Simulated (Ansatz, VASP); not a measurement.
**Ba: VASP beside Ansatz**

```
CELL_PARAMETERS angstrom
7.31976 0.00000 0.00000
0.00000 5.15099 0.00000
0.00000 0.00000 7.32695
ATOMIC_POSITIONS crystal
Ba 0.50000 0.75018 0.25000
Ba 0.50000 0.24982 0.75000
Ba 0.00000 0.25018 0.25000
Ba 0.00000 0.74982 0.75000
```

Change from the starting cell: equal strain along all axes, cell held, atoms relaxed: +3.0 %.

Alike in both runs: functional PBE; k mesh 6 × 8 × 6; occupations gaussian, width 0.1 eV; no spin polarisation.

Ansatz relaxed the structure, and its values are those at the end. VASP's run is a single point on that final structure, the one shown.

|  | VASP | Ansatz |
| --- | --- | --- |
| version | VASP 6.6.1 | Ansatz 0.2.0 |
| potentials or method | VASP PAW PBE potentials, release 64 (Ba_sv), cutoff 520 eV | scalar-relativistic, plane waves, PAW |
| valence electrons in the cell | 40 | 40 |

|  | VASP | Ansatz | Ansatz less VASP |
| --- | --- | --- | --- |
| gap on the k mesh at the Fermi level (eV) | none | none | - |
| pressure (GPa) | -0.7 | -0.7 | -0.03 |

A gap of «none» marks a metal or a gap that the smearing closes. Ansatz's warnings: stress scf threshold loose.

Neither program's run includes spin-orbit coupling.
